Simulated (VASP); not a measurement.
# Te2Mo (P6_3/mmc) in VASP: notebook

Runs on Te2Mo. Level: PBE+D3(BJ). Tasks: relaxation of shape and atoms at fixed volume.

Everything below comes from runs of VASP 6.6.1. Logs are shortened: lines on timing, memory, paths and dates and some standing lists are left out, and cuts for length are marked.

### Step 1. The cell of the first run

Symmetry: P6_3/mmc, No. 194, hexagonal system. Conventional cell: a = 3.551 Å, b = 3.551 Å, c = 14.080 Å, α = 90.00°, β = 90.00°, γ = 120.00°. Within 3.7 Å of Te (site symmetry 3m) lie 3 Mo at 2.75 Å and 7 Te at 3.55 to 3.66 Å. Within 3.6 Å of Mo (site symmetry -6m2) lie 6 Te at 2.75 Å and 6 Mo at 3.55 Å.

### Step 2. Relaxation of shape and atoms at fixed volume, PBE+D3(BJ) (25.63 Å³/atom)

Input file INCAR:

```
SYSTEM = Te2Mo
ALGO = Normal
EDIFF = 1E-6
EDIFFG = -0.01
ENCUT = 600
GGA = PE
IBRION = 2
ISIF = 4
ISMEAR = 0
IVDW = 12
LASPH = .True.
LCHARG = .False.
LREAL = .False.
LWAVE = .False.
NELM = 60
NSW = 50
PREC = Accurate
SIGMA = 0.02
```

Input file KPOINTS:

```
k-points
0
Gamma
  9 9 2
  0 0 0
```

Input file POSCAR:

```
Te2Mo
1.0
    3.5510907993      0.0000000000      0.0000000000
   -1.7755453996      3.0753348433      0.0000000000
    0.0000000000      0.0000000000     14.0797164216
Te Mo
4 2
Direct
    0.3333333333      0.6666666667      0.6199094773
    0.6666666667      0.3333333333      0.1199094773
    0.3333333333      0.6666666667      0.8800905227
    0.6666666667      0.3333333333      0.3800905227
    0.3333333333      0.6666666667      0.2500000000
    0.6666666667      0.3333333333      0.7500000000
```

Potentials or basis: VASP PAW PBE potentials, release 64 (Te, Mo_sv).

Run with:

```bash
cat potpaw_PBE.64/Te/POTCAR potpaw_PBE.64/Mo_sv/POTCAR > POTCAR
mpirun -np 1 vasp_std > vasp.out
```

OUTCAR:

```text
SYSTEM = Te2Mo
   EDIFF = 1E-6
   EDIFFG = -0.01
   ENCUT = 600
   GGA = PE
   IBRION = 2
   ISIF = 4
   ISMEAR = 0
   IVDW = 12
   LASPH = .True.
   LREAL = .False.
   NELM = 60
   NSW = 50
   PREC = Accurate
 IVDW          = 12

 ion  position               nearest neighbor table
   1  0.333  0.667  0.620-   6 2.75   6 2.75   6 2.75   3 3.66
   2  0.667  0.333  0.120-   5 2.75   5 2.75   5 2.75   4 3.66
   3  0.333  0.667  0.880-   6 2.75   6 2.75   6 2.75   1 3.66
   4  0.667  0.333  0.380-   5 2.75   5 2.75   5 2.75   2 3.66
   5  0.333  0.667  0.250-   2 2.75   4 2.75   2 2.75   4 2.75   2 2.75   4 2.75
   6  0.667  0.333  0.750-   1 2.75   3 2.75   1 2.75   3 2.75   1 2.75   3 2.75

  LATTYP: Found a hexagonal cell.
 ALAT       =     3.5510907993
 C/A-ratio  =     3.9648990176

  Lattice vectors:

 A1 = (   3.5510907993,   0.0000000000,   0.0000000000)
 A2 = (  -1.7755453996,   3.0753348433,   0.0000000000)
 A3 = (   0.0000000000,   0.0000000000,  14.0797164216)

Analysis of symmetry for initial positions (statically):
=====================================================================
 Subroutine PRICEL returns:
 Original cell was already a primitive cell.

 Routine SETGRP: Setting up the symmetry group for a
 hexagonal supercell.

 Subroutine GETGRP returns: Found 24 space group operations
 (whereof 12 operations were pure point group operations)
 out of a pool of 24 trial point group operations.

The static configuration has the point symmetry D_3d.
 The point group associated with its full space group is D_6h.

Analysis of symmetry for dynamics (positions and initial velocities):
=====================================================================
 Subroutine PRICEL returns:
 Original cell was already a primitive cell.

 Routine SETGRP: Setting up the symmetry group for a
 hexagonal supercell.

 Subroutine GETGRP returns: Found 24 space group operations
 (whereof 12 operations were pure point group operations)
 out of a pool of 24 trial point group operations.

The dynamic configuration has the point symmetry D_3d.
 The point group associated with its full space group is D_6h.

 Subroutine INISYM returns: Found 24 space group operations
 (whereof 12 operations are pure point group operations),
 and found     1 'primitive' translations

----------------------------------------------------------------------------------------

                                     Primitive cell

  volume of cell :     153.7617

  direct lattice vectors                    reciprocal lattice vectors
     3.551090799  0.000000000  0.000000000     0.281603613  0.162583922  0.000000000
    -1.775545400  3.075334843  0.000000000     0.000000000  0.325167844  0.000000000
[... 74 lines left out ...]
   k-points           NKPTS =     24   k-points in BZ     NKDIM =     24   number of bands    NBANDS=     31
   number of dos      NEDOS =    301   number of ions     NIONS =      6
   total plane-waves  NPLWV =  87808
   dimension x,y,z NGX =    28 NGY =   28 NGZ =  112
   dimension x,y,z NGXF=    56 NGYF=   56 NGZF=  224
   ions per type =               4   2
   NGX,Y,Z   is equivalent  to a cutoff of  13.11, 13.11, 13.22 a.u.
   NGXF,Y,Z  is equivalent  to a cutoff of  26.22, 26.22, 26.45 a.u.
 SYSTEM =  Te2Mo
   PREC   = accura    normal or accurate (medium, high low for compatibility)
   ISTART =      0    job   : 0-new  1-cont  2-samecut
   ICHARG =      2    charge: 1-file 2-atom 10-const
   ISPIN  =      1    spin polarized calculation?
   LNONCOLLINEAR =      F non collinear calculations
   LSORBIT =      F    spin-orbit coupling
   LASPH  =      T    aspherical Exc in radial PAW
   ENCUT  =  600.0 eV  44.10 Ry    6.64 a.u.   7.09  7.09 28.12*2*pi/ulx,y,z
   NELM   =     60;   NELMIN=  2; NELMDL= -5     # of ELM steps
   EDIFF  = 0.1E-05   stopping-criterion for ELM
   LREAL  =      F    real-space projection
   EDIFFG = -.1E-01   stopping-criterion for IOM
   NSW    =     50    number of steps for IOM
   IBRION =      2    ionic relax: 0-MD 1-quasi-New 2-CG
   NFREE  =      1    steps in history (QN), initial steepest desc. (CG)
   ISIF   =      4    stress and relaxation
   ISYM   =      2    0-nonsym 1-usesym 2-fastsym
   POTIM  = 0.5000    time-step for ionic-motion
   TEBEG  =    0.0;   TEEND  =   0.0 temperature during run
   PSTRESS=    0.0 pullay stress
   NELECT =      52.0000    total number of electrons
   NUPDOWN=      -1.0000    fix difference up-down
   EMIN   =  10.00;   EMAX   =-10.00  energy-range for DOS
   EFERMI =   0.00;   METHOD = LEGACY
   ISMEAR =     0;   SIGMA  =   0.02  broadening in eV -4-tet -1-fermi 0-gaus
   EFERMI_NEDOS =   21; number of points for ismear=-14 and -15
   IALGO  =     38    algorithm
   IMIX   =      4    mixing-type and parameters
     AMIX     =   0.40;   BMIX     =  1.00
     AMIX_MAG =   1.60;   BMIX_MAG =  1.00
  volume/ion in A,a.u.               =      25.63       172.94
  Fermi-wavevector in a.u.,A,eV,Ry     =   1.140582  2.155388 17.700196  1.300928
  Thomas-Fermi vector in A             =   2.277284
   LORBIT       =      0    0 simple, 1 ext, 2 COOP (PROOUT), +10 PAW based schemes
   GGA     = PE    functional components
   LHFCALC =     F    Hartree Fock is set to
   AEXX    =    0.0000 exact exchange contribution
   IVDW    =    12    specifies the selected vdW correction
   LEPSILON=     F    determine dielectric tensor
   LRPA    =     F    only Hartree local field effects (RPA)
 conjugate gradient relaxation of ions
 non-spin polarized calculation
 Gauss-broadening in eV      SIGMA  =   0.02
  energy-cutoff  :      600.00
  volume of cell :      153.76
 maximum number of plane-waves:      5169
   NGX = 15   NGY = 15   NGZ = 57

--------------------------------------- Ionic step        1  -------------------------------------------

 number of electron      52.0000003 magnetization

 Free energy of the ion-electron system (eV)
  ---------------------------------------------------
  ext. energy  EPLUGINS =         0.00000000
  ---------------------------------------------------
  free energy    TOTEN  =       -36.01099605 eV

  energy without entropy =      -36.01099605  energy(sigma->0) =      -36.01099605

------------------------ aborting loop because EDIFF is reached ----------------------------------------

 Edisp (eV)   -3.13557

 E8    (eV) :    -1.4462
[... 167 lines left out ...]
--------------------------------------- Ionic step        5  -------------------------------------------

 number of electron      52.0000000 magnetization

 Free energy of the ion-electron system (eV)
  ---------------------------------------------------
  ext. energy  EPLUGINS =         0.00000000
  ---------------------------------------------------
  free energy    TOTEN  =       -36.03417696 eV

  energy without entropy =      -36.03417696  energy(sigma->0) =      -36.03417696

 E-fermi :   7.9596     XC(G=0): -10.2963

 val. band max:        7.7537809381   @ k =   0.0000   0.0000   0.0000
 cond. band min:       8.6131912657   @ k =   0.2222   0.2222   0.0000
 fundamental gap:      0.8594103276
 Fermi energy:         7.9596054507

 k-point     1 :       0.0000    0.0000    0.0000
  band No.  band energies     occupation
      1     -53.0161      2.00000
      2     -53.0161      2.00000
      3     -27.1744      2.00000
      4     -27.1744      2.00000
      5     -27.0563      2.00000
      6     -27.0563      2.00000
[... 842 lines left out ...]
  FREE ENERGIE OF THE ION-ELECTRON SYSTEM (eV)
  ---------------------------------------------------
  free  energy   TOTEN  =       -39.1711670513 eV

  energy  without entropy=      -39.1711670513  energy(sigma->0) =      -39.17116705

 reached required accuracy - stopping structural energy minimisation
```

OSZICAR:

```text
N       E                     dE             d eps       ncg     rms          rms(c)
DAV:   1     0.439913171818E+03    0.43991E+03   -0.28994E+04  1704   0.168E+03
DAV:   2    -0.117503631132E+02   -0.45166E+03   -0.44377E+03  1867   0.364E+02
DAV:   3    -0.365892550915E+02   -0.24839E+02   -0.24202E+02  1865   0.716E+01
[... 44 lines left out ...]
DAV:   4    -0.360346963898E+02    0.24933E-02   -0.14466E-02  1802   0.537E-01    0.428E-01
DAV:   5    -0.360341644972E+02    0.53189E-03   -0.33614E-03  1895   0.246E-01    0.476E-02
DAV:   6    -0.360341740309E+02   -0.95338E-05   -0.24294E-04  1796   0.726E-02    0.451E-02
DAV:   7    -0.360341775741E+02   -0.35432E-05   -0.11674E-05  1620   0.160E-02    0.991E-03
DAV:   8    -0.360341769617E+02    0.61242E-06   -0.79799E-06  1613   0.147E-02
   5 F= -.39171167E+02 E0= -.39171167E+02  d E =-.929619E-02
```

Run time: 5.8 min. Hardware: 1 thread of Intel Xeon Platinum 8488C (Sapphire Rapids), shared host; peak memory 0.37 GiB.

Results:

```
Free energy                  : -39.1712 eV
Energy gained by relaxing    : 4.1 meV/atom
Ionic steps                  : 5
Pressure after relaxing      : -1.9 GPa
Largest force after relaxing : 0.006 eV/Å
Band gap on the k mesh       : 0.86 eV (least direct gap 1.04 eV)
Dispersion energy per atom   : -0.523 eV
```

Forces in eV/Å, atoms in the order of the input:
```
Te   0.000  0.000 -0.006
Te   0.000  0.000 -0.006
Te   0.000  0.000  0.006
Te   0.000  0.000  0.006
Mo   0.000  0.000  0.000
Mo   0.000  0.000  0.000
```

Step by step:
```
step  energy change (eV)  largest force (eV/Å)  pressure (GPa)  volume (Å³)
   1              0.0000                0.3582           -3.82       153.76
   2             -0.0151                0.0867           -2.78       153.76
   3             -0.0153                0.0479           -2.65       153.76
   4             -0.0207                0.0283           -2.39       153.76
   5             -0.0246                0.0059           -1.92       153.76
```

Final structure:
```yaml
crystal:
  lattice:
    - [3.53229, 0.00000, 0.00000]
    - [-1.76614, 3.05905, 0.00000]
    - [0.00000, 0.00000, 14.23000]
  atoms:
    - { symbol: Te, position: [0.33333, 0.66667, 0.62263] }
    - { symbol: Te, position: [0.66667, 0.33333, 0.12263] }
    - { symbol: Te, position: [0.33333, 0.66667, 0.87737] }
    - { symbol: Te, position: [0.66667, 0.33333, 0.37737] }
    - { symbol: Mo, position: [0.33333, 0.66667, 0.25000] }
    - { symbol: Mo, position: [0.66667, 0.33333, 0.75000] }
```

Caveat: spin-orbit coupling is left out, which moves the levels of the heavy elements; an odd mesh through Γ misses points on the zone boundary, where band edges can lie.

### Step 3. Relaxation of shape and atoms at fixed volume, PBE+D3(BJ) (26.59 Å³/atom)

This run uses another cell than the first one, of 26.59 Å³/atom.

Input file INCAR:

```
SYSTEM = Te2Mo
PREC = Accurate ; ENCUT = 600
EDIFF = 1E-7 ; ISMEAR = 0
SIGMA = 0.02 ; LREAL = .False.
LASPH = .True. ; NELM = 60
ALGO = Normal ; ISIF = 4
LWAVE = .False. ; LCHARG = .False.
GGA = PE ; IVDW = 12
IBRION = 2 ; NSW = 50
EDIFFG = -0.01
```

Input file KPOINTS:

```
Automatic mesh
0
Gamma
  9 9 2
  0 0 0
```

Input file POSCAR:

```
Te2Mo
1.0
    3.5765243362      0.0000000000      0.0000000000
   -1.7882621681      3.0973609324      0.0000000000
    0.0000000000      0.0000000000     14.4039602058
Te Mo
4 2
Direct
    0.3333333333      0.6666666667      0.6226454433
    0.6666666667      0.3333333333      0.1226454433
    0.3333333333      0.6666666667      0.8773545567
    0.6666666667      0.3333333333      0.3773545567
    0.3333333333      0.6666666667      0.2500000000
    0.6666666667      0.3333333333      0.7500000000
```

Potentials or basis: VASP PAW PBE potentials, release 64 (Te, Mo_sv).

Run with:

```bash
cat potpaw_PBE.64/Te/POTCAR potpaw_PBE.64/Mo_sv/POTCAR > POTCAR
mpirun -np 1 vasp_std > vasp.out
```

Wall time 11 min (1 thread of Intel Xeon Platinum 8488C (Sapphire Rapids), shared host); peak memory 0.41 GiB.

Results (log left out):

| Quantity | Value |
| --- | --- |
| Free energy | -39.0910 eV |
| Energy gained by relaxing | 7.7 meV/atom |
| Ionic steps | 7 |
| Pressure after relaxing | -2.5 GPa |
| Largest force after relaxing | 0.009 eV/Å |
| Band gap on the k mesh | 0.94 eV (least direct gap 1.03 eV) |
| Dispersion energy per atom | -0.504 eV |

Forces on the atoms (eV/Å):
```
Te   0.000  0.000  0.009
Te   0.000  0.000  0.009
Te   0.000  0.000 -0.009
Te   0.000  0.000 -0.009
Mo   0.000  0.000  0.000
Mo   0.000  0.000  0.000
```

Step by step:
| step | energy change (eV) | largest force (eV/Å) | pressure (GPa) | volume (Å³) |
| --- | --- | --- | --- | --- |
| 1 | 0.0000 | 0.4627 | -5.03 | 159.56 |
| 2 | -0.0258 | 0.1272 | -3.82 | 159.56 |
| 3 | -0.0265 | 0.0613 | -3.59 | 159.56 |
| 4 | -0.0372 | 0.0371 | -3.23 | 159.56 |
| 5 | -0.0464 | 0.0133 | -2.43 | 159.56 |
| 6 | -0.0464 | 0.0148 | -2.41 | 159.56 |
| 7 | -0.0464 | 0.0091 | -2.50 | 159.56 |

Final structure:
```
CELL_PARAMETERS angstrom
3.54409 0.00000 0.00000
-1.77204 3.06927 0.00000
0.00000 0.00000 14.66881
ATOMIC_POSITIONS crystal
Te 0.33333 0.66667 0.62648
Te 0.66667 0.33333 0.12648
Te 0.33333 0.66667 0.87352
Te 0.66667 0.33333 0.37352
Mo 0.33333 0.66667 0.25000
Mo 0.66667 0.33333 0.75000
```

Levels at points of the mesh, in eV from the valence-band top:
```csv
k point,band 24,band 25,band 26,band 27,band 28,band 29
"(0.00, 0.00, 0.00)",-0.87,-0.65,-0.06,2.96,2.96,3.04
"(0.00, 0.00, 0.50)",-0.93,-0.19,-0.19,2.99,2.99,2.99
```

Caveat: spin-orbit coupling is left out, which moves the levels of the heavy elements; an odd mesh through Γ misses points on the zone boundary, where band edges can lie.
